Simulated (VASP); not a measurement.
Set up this calculation in VASP 6.6.1, as the native input.

| Quantity | Value |
| --- | --- |
| Task | single point |
| Functional | LDA |
| Potentials or basis | VASP PAW LDA potentials, release 64 (Mo_sv, Pd) |
| Cutoff | 520 eV |
| k mesh | 9 × 9 × 5 |
| Occupations | methfessel-paxton, width 0.05 eV |
| Spin | no spin polarisation |
| Dipole correction | no |
| Further INCAR settings | ALGO = Normal; EDIFF = 1e-06; NBANDS = 19 |

The structure of MoPd lies in POSCAR:

```
MoPd
1.0
    2.6773457546      0.0000000000      0.0000000000
   -1.3386728773      2.3186495230      0.0000000000
    0.0000000000      0.0000000000      4.3758801368
Mo Pd
1 1
Direct
    0.6666666667      0.3333333333      0.5000000000
    0.3333333333      0.6666666667      0.0000000000
```

One way to write it, as run:

INCAR

```
SYSTEM = MoPd
PREC = Accurate
ENCUT = 520
EDIFF = 1E-6
ISMEAR = 1
SIGMA = 0.05
LREAL = .False.
LASPH = .True.
NELM = 80
ALGO = Normal
ISIF = 2
LWAVE = .False.
LCHARG = .False.
NBANDS = 19
```

KPOINTS

```
Automatic mesh
0
Gamma
  9 9 5
  0 0 0
```

Potentials or basis: VASP PAW LDA potentials, release 64 (Mo_sv, Pd).

Launch:

```bash
$ cat potpaw_LDA.64/Mo_sv/POTCAR potpaw_LDA.64/Pd/POTCAR > POTCAR
$ mpirun -np 1 vasp_std > vasp.out
```

It gave:

```yaml
Pressure: 19.7 GPa
Band_gap_on_the_k_mesh: zero (band 12 reaches 14.48 eV, above the bottom of band 13 at 12.33 eV)
```

It took 10 s on 1 thread of AMD EPYC 9R45 96-Core Processor (Zen 5) (shared host), peak memory 0.11 GiB.
